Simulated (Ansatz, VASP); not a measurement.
# One calculation of MnSn3, two programs

```
CELL_PARAMETERS angstrom
0.00000 3.52203 3.52203
3.52203 0.00000 3.52203
3.52203 3.52203 0.00000
ATOMIC_POSITIONS crystal
Sn 0.25000 0.25000 0.25000
Sn 0.75000 0.75000 0.75000
Sn 0.50000 0.50000 0.50000
Mn 0.00000 0.00000 0.00000
```

Alike in both runs: functional PBE; k mesh 10 × 10 × 10; occupations gaussian, width 0.1 eV; no spin polarisation.

Ansatz relaxed the structure, and its values are those at the end. VASP's run is a single point on that final structure, the one shown.

```csv
,VASP,Ansatz
version,VASP 6.6.1,Ansatz 0.2.0
potentials or method,"VASP PAW PBE potentials, release 64 (Sn_d, Mn_pv), cutoff 520 eV","scalar-relativistic, plane waves, PAW"
valence electrons in the cell,55,57
```

|  | VASP | Ansatz | Ansatz less VASP |
| --- | --- | --- | --- |
| gap on the k mesh at the Fermi level (eV) | none | none | - |
| pressure (GPa) | 0.0 | 0.0 | +0.01 |

A gap of «none» marks a metal or a gap that the smearing closes. VASP's potentials hold 55 valence electrons a cell and Ansatz's 57, so a difference there can come from the potentials and not from the codes.
